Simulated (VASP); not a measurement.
Here is a VASP 6.6.1 calculation.

File INCAR:

```
SYSTEM = Sr2TeO
ALGO = Normal
EDIFF = 1E-7
ENCUT = 520
GGA = PE
ISIF = 2
ISMEAR = -1
LASPH = .True.
LCHARG = .False.
LREAL = .False.
LWAVE = .False.
NBANDS = 24
NELM = 60
PREC = Accurate
SIGMA = 0.02
```

File KPOINTS:

```
k-points
0
Gamma
  6 6 4
  0 0 0
```

File POSCAR:

```
Sr2TeO
1.0
    4.2796343482      0.0000000000      0.0000000000
    0.0000000000      4.2796343482      0.0000000000
    0.0000000000      0.0000000000      6.2066558642
O Sr Te
1 2 1
Direct
    0.0000000000      0.0000000000      0.0000000000
    0.0000000000      0.0000000000      0.5000000000
    0.5000000000      0.5000000000      0.0000000000
    0.5000000000      0.5000000000      0.5000000000
```

Potentials or basis: VASP PAW PBE potentials, release 64 (O, Sr_sv, Te).

Launch:

```console
$ cat potpaw_PBE.64/O/POTCAR potpaw_PBE.64/Sr_sv/POTCAR potpaw_PBE.64/Te/POTCAR > POTCAR
$ mpirun -np 1 vasp_std > vasp.out
```

Q: Estimate the pressure.

A: 2.1 GPa.

Q: What does it give for the band gap on the k mesh?

A: 1.39 eV, direct.

Stress tensor (GPa, compression positive):
```
2.75 0.00 0.00
0.00 2.75 0.00
0.00 0.00 0.71
```

Caveat: the cell differs from its parent crystal (epitaxial xy strain -1.8%); spin-orbit coupling is left out, which moves the levels of the heavy elements. A k mesh can miss the band edges.
